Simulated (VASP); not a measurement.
LaSi2, 6 atoms in the cell. Symmetry: I4_1/amd, No. 141, tetragonal system. Conventional cell: a = 4.257 Å, b = 4.257 Å, c = 13.897 Å, α = 90.00°, β = 90.00°, γ = 90.00°. La (site symmetry -4m2) has 12 Si at 3.13 to 3.23 Å and 8 La at 4.07 to 4.26 Å within 4.3 Å. Within 3.3 Å of Si (site symmetry 2mm) lie 3 Si at 2.35 to 2.41 Å and 6 La at 3.13 to 3.23 Å. 

* Program: VASP 6.6.1
* Task: single point
* Functional: PBEsol
* Potentials or basis: VASP PAW PBE potentials, release 64 (La, Si)
* Cutoff: 700 eV
* k mesh: 12 × 12 × 12
* Occupations: gaussian, width 0.1 eV
* Spin: no spin polarisation
* Further INCAR settings: ALGO = Normal; EDIFF = 1e-07; NBANDS = 28

Potentials or basis: VASP PAW PBE potentials, release 64 (La, Si).

Run with:

```sh
$ cat potpaw_PBE.64/La/POTCAR potpaw_PBE.64/Si/POTCAR > POTCAR
$ mpirun -np 1 vasp_std > vasp.out
```

Hardware: 1 thread of Intel(R) Xeon(R) Platinum 8375C CPU @ 2.90GHz (Ice Lake) (shared host).

Q: Estimate the wall time of this run.

A: It took 64 min on 1 thread of Intel(R) Xeon(R) Platinum 8375C CPU @ 2.90GHz (Ice Lake), with other jobs on the host, peak memory 1.3 GiB. Counts: scf iterations 18, k points 163.
